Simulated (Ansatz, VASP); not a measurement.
AlNi3: VASP beside Ansatz

```
Al Ni
1.0
    -0.11363    2.78023    2.78023
     2.78023   -0.11363    2.78023
     2.78023    2.78023   -0.11363
Al Ni
1 3
Direct
  0.50000 0.50000 0.50000
  0.25000 0.25000 0.25000
  0.00000 0.00000 0.00000
  0.75000 0.75000 0.75000
```

Alike in both runs: task single point; functional PBE; k mesh 14 × 14 × 14; occupations gaussian, width 0.15 eV; no spin polarisation.

|  | VASP | Ansatz |
| --- | --- | --- |
| version | VASP 6.6.1 | Ansatz 0.2.0 |
| potentials or method | VASP PAW PBE potentials, release 64 (Al, Ni), cutoff 520 eV | scalar-relativistic, plane waves, PAW |
| valence electrons in the cell | 33 | 57 |

|  | VASP | Ansatz | Ansatz less VASP |
| --- | --- | --- | --- |
| gap on the k mesh at the Fermi level (eV) | none | none | - |
| pressure (GPa) | 0.9 | 0.9 | -0.03 |
| traceless stress, the component that is largest in VASP (GPa) | 6.19 | 6.24 | +0.050 |
| rms of the force components (eV/Å) | 0.039 | 0.042 | +0.0027 |

Atom by atom the forces differ by 0.003 eV/Å (rms over components). A gap of «none» marks a metal or a gap that the smearing closes. VASP's potentials hold 33 valence electrons a cell and Ansatz's 57, so a difference there can come from the potentials and not from the codes.
